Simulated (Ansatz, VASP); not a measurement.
## One calculation of NaAu, two programs

```
Na Au
1.0
     6.89424    0.00000    0.00000
    -3.44712    5.97058    0.00000
     0.00000    0.00000    4.33027
Na Au
3 3
Direct
  0.50000 0.00000 0.00000
  0.50000 0.50000 0.00000
  0.00000 0.50000 0.00000
  0.00000 0.00000 0.00000
  0.33333 0.66667 0.50000
  0.66667 0.33333 0.50000
```

Alike in both runs: functional PBE; k mesh 6 × 6 × 4; occupations gaussian, width 0.1 eV; no spin polarisation.

Ansatz relaxed the structure, and its values are those at the end. VASP's run is a single point on that final structure, the one shown.

```csv
,VASP,Ansatz
version,VASP 6.6.1,Ansatz 0.2.0
potentials or method,"VASP PAW PBE potentials, release 64 (Na_pv, Au), cutoff 520 eV","scalar-relativistic, plane waves, PAW"
valence electrons in the cell,54,84
```

VASP gave:

```
gap on the k mesh at the Fermi level (eV) : 0.44
least direct gap on the mesh (eV)         : 0.51
pressure (GPa)                            : 0.0
```

What did Ansatz give for the same quantities?

gap on the k mesh at the Fermi level (eV): 0.44; least direct gap on the mesh (eV): 0.52; pressure (GPa): 0.0.

With one functional, cell and mesh, what is left measures potentials, basis and numerics. VASP's potentials hold 54 valence electrons a cell and Ansatz's 84, so a difference there can come from the potentials and not from the codes.

Neither program's run includes spin-orbit coupling.
